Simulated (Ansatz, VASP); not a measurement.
Given: the input of a run of VASP 6.6.1 on MgO.

INCAR

```
SYSTEM = MgO
ALGO = Normal
EDIFF = 1E-6
ENCUT = 520
GGA = PE
ISIF = 2
ISMEAR = 0
LASPH = .TRUE.
LCHARG = .FALSE.
LREAL = .FALSE.
LWAVE = .FALSE.
NBANDS = 11
NELM = 100
PREC = Accurate
SIGMA = 0.014
```

File KPOINTS:

```
k-points
0
G
  11 11 11
  0 0 0
```

File POSCAR:

```
MgO
1.0
    0.0000000000      2.0970013927      2.0970013927
    2.0970013927      0.0000000000      2.0970013927
    2.0970013927      2.0970013927      0.0000000000
Mg O
1 1
Direct
    0.0000000000      0.0000000000      0.0000000000
    0.5000000000      0.5000000000      0.5000000000
```

Potentials or basis: VASP PAW PBE potentials, release 64 (Mg, O).

Run with:

```bash
$ cat potpaw_PBE.64/Mg/POTCAR potpaw_PBE.64/O/POTCAR > POTCAR
$ mpirun -np 1 vasp_std > vasp.out
```

Question: Translate it to Ansatz 0.2.0. Potentials there: all-electron LAPW, scalar-relativistic.

Answer: As run (the cutoff follows the program's own potentials):

The input input.yaml:

```yaml
crystal:
  lattice:
    - [0.0, 2.0970013927, 2.0970013927]
    - [2.0970013927, 0.0, 2.0970013927]
    - [2.0970013927, 2.0970013927, 0.0]
  atoms:
    - { symbol: Mg, position: [0.0, 0.0, 0.0] }
    - { symbol: O, position: [0.5, 0.5, 0.5] }
kpoints:
  mp_grid: { grid: [11, 11, 11] }
scf:
  occupations: { method: gaussian, width: 0.014 }
hamiltonian:
  xc: pbe
  pseudopotentials: { kind: all_electron, lapw: { basis_error: 0.001 } }
output:
  forces: true
  stress: true
  eigenvalues: true
```

Potentials or basis: all-electron LAPW, scalar-relativistic.

Command:

```console
$ ansatz run input.yaml --threads 1 --pin off --max-ram 3072MiB --backend cpu --events-out ev --progress --plain --runs-dir out
```

Both were run:

|  | VASP | Ansatz | Ansatz less VASP |
| --- | --- | --- | --- |
| gap on the k mesh at the Fermi level (eV) | 4.85 | 4.86 | +0.011 |
| least direct gap on the mesh (eV) | 4.85 | 4.86 | +0.011 |
| pressure (GPa) | 6.2 | 7.0 | +0.79 |

Ansatz ran all-electron here, and VASP with PAW potentials.
